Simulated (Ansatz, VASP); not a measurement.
**One calculation of SrO, two programs**

```
Sr O
1.0
     0.00000    2.56121    2.56121
     2.56121    0.00000    2.56121
     2.56121    2.56121    0.00000
Sr O
1 1
Direct
  0.00000 0.00000 0.00000
  0.50000 0.50000 0.50000
```

Change from the starting cell: volume scaled by 0.99, PAW files.

Alike in both runs: task electric field gradients; functional LDA; k mesh 8 × 8 × 8; occupations fermi-dirac, width 0.02 eV; no spin polarisation.

```csv
,VASP,Ansatz
version,VASP 6.6.1,Ansatz 0.2.0
potentials or method,"VASP PAW LDA potentials, release 64 (Sr_sv, O)","PAW with Ansatz's default frozen-core files, scalar-relativistic"
plane-wave cutoff (eV),520,420
valence electrons in the cell,16,16
```

```tsv
	VASP	Ansatz	Ansatz less VASP
gap on the k mesh at the Fermi level (eV)	3.09	3.15	+0.059
pressure (GPa)	-2.6	-3.3	-0.73
```

LDA's correlation is that of Perdew and Zunger in VASP and of Perdew and Wang (1992) in Ansatz.
